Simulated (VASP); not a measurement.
# Ti5Si in VASP: single point with r2SCAN

Aim: the single point of Ti5Si with r2SCAN.

Everything below comes from runs of VASP 6.6.1. Logs are shortened: lines on timing, memory, paths and dates and some standing lists are left out, and cuts for length are marked.

## 1. The cell of the first run

The cell holds a slab with vacuum, 6 atoms: a = 3.252 Å, b = 3.252 Å, c = 25.504 Å, α = 90.00°, β = 90.00°, γ = 90.00°.

## 2. Single point, r2SCAN

Input file POSCAR:

```
Ti5Si
1.0
    3.2517897406      0.0000000000      0.0000000000
    0.0000000000      3.2517897406      0.0000000000
    0.0000000000      0.0000000000     25.5035794812
Ti Si
5 1
Direct
    0.5000000000      0.5000000000      0.3332865493
    0.0000000000      0.0000000000      0.3970381835
    0.5000000000      0.5000000000      0.4566787227
    0.0000000000      0.0000000000      0.5083188272
    0.5000000000      0.5000000000      0.5729056907
    0.0000000000      0.5000000000      0.6480576313
```

Input file INCAR.step1:

```
SYSTEM = Ti5Si
ALGO = Normal ; DIPOL = 0.5 0.5 0.486
EDIFF = 1E-4 ; ENCUT = 520
GGA = PE ; IDIPOL = 3
ISMEAR = 0 ; LASPH = .True.
LCHARG = .False. ; LDIPOL = .True.
LREAL = .False. ; LWAVE = .True.
NBANDS = 41 ; NELM = 60
PREC = Accurate ; SIGMA = 0.1
```

Input file INCAR.step2:

```
SYSTEM = Ti5Si
ALGO = Normal ; DIPOL = 0.5 0.5 0.486
EDIFF = 1E-6 ; ENCUT = 520
IDIPOL = 3 ; ISIF = 2
ISMEAR = 0 ; ISTART = 1
LASPH = .True. ; LCHARG = .False.
LDIPOL = .True. ; LMIXTAU = .True.
LREAL = .False. ; LWAVE = .False.
METAGGA = R2SCAN ; NBANDS = 41
NELM = 60 ; PREC = Accurate
SIGMA = 0.1
```

Input file KPOINTS:

```
k-points
0
Gamma
  9 9 1
  0 0 0
```

Potentials or basis: VASP PAW PBE potentials, release 64 (Ti_sv, Si).

Run with:

```
$ cat potpaw_PBE.64/Ti_sv/POTCAR potpaw_PBE.64/Si/POTCAR > POTCAR
$ cp INCAR.step1 INCAR
$ mpirun -np 1 vasp_std > vasp.out
$ cp INCAR.step2 INCAR
$ mpirun -np 1 vasp_std > vasp.out
```

OUTCAR:

```text
SYSTEM = Ti5Si
   EDIFF = 1E-6
   ENCUT = 520
   ISIF = 2
   ISMEAR = 0
   ISTART = 1
   LASPH = .True.
   LREAL = .False.
   METAGGA = R2SCAN
   NELM = 60
   PREC = Accurate

 ion  position               nearest neighbor table
   1  0.500  0.500  0.333-   2 2.82   2 2.82   2 2.82   2 2.82
   2  0.000  0.000  0.397-   3 2.76   3 2.76   3 2.76   3 2.76   1 2.82   1 2.82   1 2.82   1 2.82
                             4 2.84
   3  0.500  0.500  0.457-   4 2.65   4 2.65   4 2.65   4 2.65   2 2.76   2 2.76   2 2.76   2 2.76

   4  0.000  0.000  0.508-   3 2.65   3 2.65   3 2.65   3 2.65   5 2.83   5 2.83   5 2.83   5 2.83
                             2 2.84
   5  0.500  0.500  0.573-   6 2.51   6 2.51   4 2.83   4 2.83   4 2.83   4 2.83
   6  0.000  0.500  0.648-   5 2.51   5 2.51

  LATTYP: Found a simple tetragonal cell.
 ALAT       =     3.2517897406
 C/A-ratio  =     7.8429362030

  Lattice vectors:

 A1 = (   3.2517897406,   0.0000000000,   0.0000000000)
 A2 = (   0.0000000000,   3.2517897406,   0.0000000000)
 A3 = (   0.0000000000,   0.0000000000,  25.5035794812)

Analysis of symmetry for initial positions (statically):
=====================================================================
 Subroutine PRICEL returns:
 Original cell was already a primitive cell.

 Routine SETGRP: Setting up the symmetry group for a
 simple tetragonal supercell.

 Subroutine GETGRP returns: Found  4 space group operations
 (whereof  4 operations were pure point group operations)
 out of a pool of 16 trial point group operations.

The static configuration has the point symmetry C_2v.

Analysis of symmetry for dynamics (positions and initial velocities):
=====================================================================
 Subroutine PRICEL returns:
 Original cell was already a primitive cell.

 Routine SETGRP: Setting up the symmetry group for a
 simple tetragonal supercell.

 Subroutine GETGRP returns: Found  4 space group operations
 (whereof  4 operations were pure point group operations)
 out of a pool of 16 trial point group operations.

The dynamic configuration has the point symmetry C_2v.

 Subroutine INISYM returns: Found  4 space group operations
 (whereof  4 operations are pure point group operations),
 and found     1 'primitive' translations

----------------------------------------------------------------------------------------

[... 108 lines left out ...]
   TEBEG  =    0.0;   TEEND  =   0.0 temperature during run
   PSTRESS=    0.0 pullay stress
   NELECT =      64.0000    total number of electrons
   NUPDOWN=      -1.0000    fix difference up-down
   EMIN   =  10.00;   EMAX   =-10.00  energy-range for DOS
   EFERMI =   0.00;   METHOD = LEGACY
   ISMEAR =     0;   SIGMA  =   0.10  broadening in eV -4-tet -1-fermi 0-gaus
   EFERMI_NEDOS =   21; number of points for ismear=-14 and -15
   IALGO  =     38    algorithm
   IMIX   =      4    mixing-type and parameters
     AMIX     =   0.40;   BMIX     =  1.00
     AMIX_MAG =   1.60;   BMIX_MAG =  1.00
  volume/ion in A,a.u.               =      44.95       303.31
  Fermi-wavevector in a.u.,A,eV,Ry     =   1.013568  1.915365 13.977533  1.027320
  Thomas-Fermi vector in A             =   2.146744
   LORBIT       =      0    0 simple, 1 ext, 2 COOP (PROOUT), +10 PAW based schemes
   METAGGA = R2SCAN    functional components
   LHFCALC =     F    Hartree Fock is set to
   AEXX    =    0.0000 exact exchange contribution
   IVDW    =     0    specifies the selected vdW correction
   LEPSILON=     F    determine dielectric tensor
   LRPA    =     F    only Hartree local field effects (RPA)
 non-spin polarized calculation
 Gauss-broadening in eV      SIGMA  =   0.10
  energy-cutoff  :      520.00
  volume of cell :      269.68
 maximum number of plane-waves:      7324
   NGX = 13   NGY = 13   NGZ = 95

 dipolmoment           0.000000      0.000000     -0.068616 electrons x Angstroem

 number of electron      64.0000020 magnetization

 dipolmoment           0.000000      0.000000      0.092501 electrons x Angstroem

 Free energy of the ion-electron system (eV)
  ---------------------------------------------------
  ext. energy  EPLUGINS =         0.00000000
  ---------------------------------------------------
  free energy    TOTEN  =       -69.86415500 eV

  energy without entropy =      -69.82736151  energy(sigma->0) =      -69.84575825

 E-fermi :   0.7059     XC(G=0):  -5.3617

 val. band max:        0.7055283475   @ k =   0.2222   0.0000   0.0000
 cond. band min:       0.7151508312   @ k =   0.1111   0.1111   0.0000
 fundamental gap:      0.0096224837
 Fermi energy:         0.7059486886

 k-point     1 :       0.0000    0.0000    0.0000
  band No.  band energies     occupation
      1     -58.7789      2.00000
      2     -58.3250      2.00000
      3     -58.0248      2.00000
      4     -57.8978      2.00000
      5     -57.6800      2.00000
      6     -34.1008      2.00000
[... 1045 lines left out ...]
     40       2.7509      0.00000
     41       2.8019      0.00000

 [... further k-points ...]

------------------------ aborting loop because EDIFF is reached ----------------------------------------

 vacuum level on the upper side and lower side of the slab       (xc-potential included)         0.750        -0.789

  FORCE on cell =-STRESS in cart. coord.  units (eV):
  Direction    XX          YY          ZZ          XY          YZ          ZX
  --------------------------------------------------------------------------------------
  -------------------------------------------------------------------------------------
  Total        1.4861348     -0.0484853     -0.4830434      0.0000000      0.0000000      0.0000000
  in kB        8.8292278     -0.2880543     -2.8697935      0.0000000      0.0000000      0.0000000
  external PRESSURE =       1.8904600 kB  Pullay stress =       0.0000000 kB

 VOLUME and BASIS-vectors are now :
 -----------------------------------------------------------------------------
  energy-cutoff  :      520.00
  volume of cell :      269.68
      direct lattice vectors                 reciprocal lattice vectors
     3.251789741  0.000000000  0.000000000     0.307522958  0.000000000  0.000000000
     0.000000000  3.251789741  0.000000000     0.000000000  0.307522958  0.000000000
     0.000000000  0.000000000 25.503579481     0.000000000  0.000000000  0.039210182

 POSITION                                       TOTAL-FORCE (eV/Angst)
 -----------------------------------------------------------------------------------
      1.62589      1.62589      8.50000         0.000000      0.000000      0.379007
      0.00000      0.00000     10.12589         0.000000      0.000000     -0.416879
      1.62589      1.62589     11.64694         0.000000      0.000000     -0.004924
      0.00000      0.00000     12.96395         0.000000      0.000000      0.011608
      1.62589      1.62589     14.61115         0.000000      0.000000      0.013326
      0.00000      1.62589     16.52779         0.000000      0.000000      0.017861
 -----------------------------------------------------------------------------------
    total drift:                                0.000000     -0.000000     -0.002423

  FREE ENERGIE OF THE ION-ELECTRON SYSTEM (eV)
  ---------------------------------------------------
  free  energy   TOTEN  =       -69.8641549969 eV

  energy  without entropy=      -69.8273615098  energy(sigma->0) =      -69.84575825

 vacuum level on the upper side and lower side of the slab         5.500         3.928
```

Wall time 14 min (1 thread of Intel Xeon 6975P-C (Granite Rapids), shared host); peak memory 0.5 GiB.

Results:

```
Free energy            : -69.8642 eV
Largest force          : 0.417 eV/Å
Band gap on the k mesh : zero (bands 32 and 33 overlap by 0.74 eV)
```

Forces in eV/Å, atoms in the order of the input:
```
Ti   0.000  0.000  0.379
Ti   0.000  0.000 -0.417
Ti   0.000  0.000 -0.005
Ti   0.000  0.000  0.012
Ti   0.000  0.000  0.013
Si   0.000  0.000  0.018
```

Levels at points of the mesh, in eV from the Fermi level:
```tsv
k point	band 29	band 30	band 31	band 32	band 33	band 34	band 35	band 36
(0.00, 0.00, 0.00)	-0.46	0.27	0.42	0.43	0.84	0.88	1.00	1.16
```

Caveat: the PAW data sets were made with another functional, which shifts forces and pressure a little.
